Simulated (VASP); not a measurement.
Runs of VASP 6.6.1 on Cu. The structure is that of space group P6/mmm (No. 191), or close to it. The cells are those of the table. 

| cell | k mesh | gap on the mesh (eV) | largest force (eV/Å) |
| --- | --- | --- | --- |
| a = 2.434, b = 2.434, c = 29.115 Å, angles 90.0, 90.0, 120.0°, 2 atoms | 12 × 12 × 1 | none | (a) |
| a = 2.457, b = 2.457, c = 29.115 Å, angles 90.0, 90.0, 120.0°, 2 atoms | 12 × 12 × 1 | none | 0.01 |
| a = 2.434, b = 2.434, c = 29.115 Å, angles 90.0, 90.0, 120.0°, 2 atoms | 6 × 6 × 1 | none | 0.01 |
| a = 2.611, b = 2.611, c = 17.000 Å, angles 90.0, 90.0, 120.0°, 2 atoms | 6 × 6 × 1 | none | 0.07 |

Alike in all rows: task single point; level PBE; potentials or basis VASP PAW PBE potentials, release 64 (Cu); no spin polarisation; cutoff (eV) 520; smearing gaussian 0.1 eV.

Question: Estimate the missing entries.

Answer: (a) 0.27.

Caveats: some runs use coarse meshes.

A gap of «none» marks levels without a gap at the run's occupations.
